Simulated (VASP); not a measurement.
Write the native input for VASP 6.6.1 that does the following.

* Task: single point
* Functional: LDA
* Potentials or basis: VASP PAW LDA potentials, release 64 (Rb_sv)
* Cutoff: 520 eV
* k mesh: 12 × 12 × 12
* Occupations: gaussian, width 0.15 eV
* Spin: no spin polarisation
* Dipole correction: no
* Further INCAR settings: ALGO = Normal; EDIFF = 1e-07; NBANDS = 10

The structure of Rb lies in POSCAR:

```
Rb
1.0
   -2.5113350823      3.3976886407      2.7308451955
    2.5113350823     -3.3976886407      2.7308451955
    2.5113350823      3.3976886407     -2.7308451955
Rb
1
Direct
    0.0000000000      0.0000000000      0.0000000000
```

This cell differs from its parent crystal: strain -0.1500 x Voigt [1, -1, 0, 0, 0, 0].

These files were run (other wordings do the same):

INCAR

```
PREC = Accurate
ENCUT = 520
EDIFF = 1E-7
ISMEAR = 0
SIGMA = 0.15
LREAL = False
LASPH = True
NELM = 100
ALGO = Normal
ISIF = 2
LWAVE = False
LCHARG = False
NBANDS = 10
```

KPOINTS

```
Automatic mesh
0
Gamma
  12 12 12
```

Potentials or basis: VASP PAW LDA potentials, release 64 (Rb_sv).

The run is started by

```bash
$ cat potpaw_LDA.64/Rb_sv/POTCAR > POTCAR
$ mpirun -np 1 vasp_std > vasp.out
```

Results of the run:

The pressure is -0.4 GPa.

Caveat: the cell differs from its parent crystal (strain -0.1500 x Voigt [1, -1, 0, 0, 0, 0]).

Run time: 78 s on 1 thread of Intel(R) Xeon(R) 6975P-C (Granite Rapids), on a shared host, peak memory 0.36 GiB.
